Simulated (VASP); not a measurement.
Write the native input for VASP 6.6.1 that does the following.

```yaml
Task: single point
Functional: PBE
Dispersion: D3(BJ)
Potentials_or_basis: VASP PAW PBE potentials, release 64 (C)
Cutoff: 520 eV
k_mesh: 8 × 12 × 8
Occupations: gaussian, width 0.02 eV
Spin: no spin polarisation
Dipole_correction: no
Further_INCAR_settings: ALGO = Normal; EDIFF = 1e-06; NBANDS = 16
```

The structure of C lies in POSCAR:

```
C
1.0
    4.4401810656      0.0000000000      0.0000000000
    0.0000000000      2.5635203594      0.0000000000
   -1.4754285181      0.0000000000      3.2929708730
C
4
Direct
    0.8334064369      0.0000000000      0.0002197532
    0.6665935631      0.5000000000      0.9997802468
    0.3334064369      0.5000000000      0.0002197532
    0.1665935631      0.0000000000      0.9997802468
```

This cell differs from its parent crystal: biaxial strain in the a-b plane: +4.0 %.

These files were run (other wordings do the same):

INCAR

```
PREC     = Accurate       # precision mode
ENCUT    = 520            # plane-wave cutoff, eV
EDIFF    = 1E-6           # SCF threshold, eV
ISMEAR   = 0              # smearing method
SIGMA    = 0.02           # smearing width, eV
LREAL    = F              # projectors in reciprocal space
LASPH    = T              # aspherical terms in the spheres
NELM     = 60             # most SCF steps
ALGO     = Normal         # electronic algorithm
ISIF     = 2              # what is computed and relaxed
LWAVE    = F              # write WAVECAR
LCHARG   = F              # write CHGCAR
GGA      = PE             # functional
IVDW     = 12             # dispersion correction
NBANDS   = 16             # bands
```

KPOINTS

```
regular mesh
0
Gamma
  8 12 8
```

Potentials or basis: VASP PAW PBE potentials, release 64 (C).

Run with:

```console
$ cat potpaw_PBE.64/C/POTCAR > POTCAR
$ mpirun -np 1 vasp_std > vasp.out
```

Results of the run:

```yaml
Pressure: -28.2 GPa
Largest_force: 0.010 eV/Å
Band_gap_on_the_k_mesh: 0.76 eV
Dispersion_energy_per_atom: -0.154 eV
```

Caveat: the cell differs from its parent crystal (biaxial strain in the a-b plane: +4.0 %).

It took 41 s on 1 thread of Intel(R) Xeon(R) 6975P-C (Granite Rapids), on a shared host, peak memory 0.23 GiB.
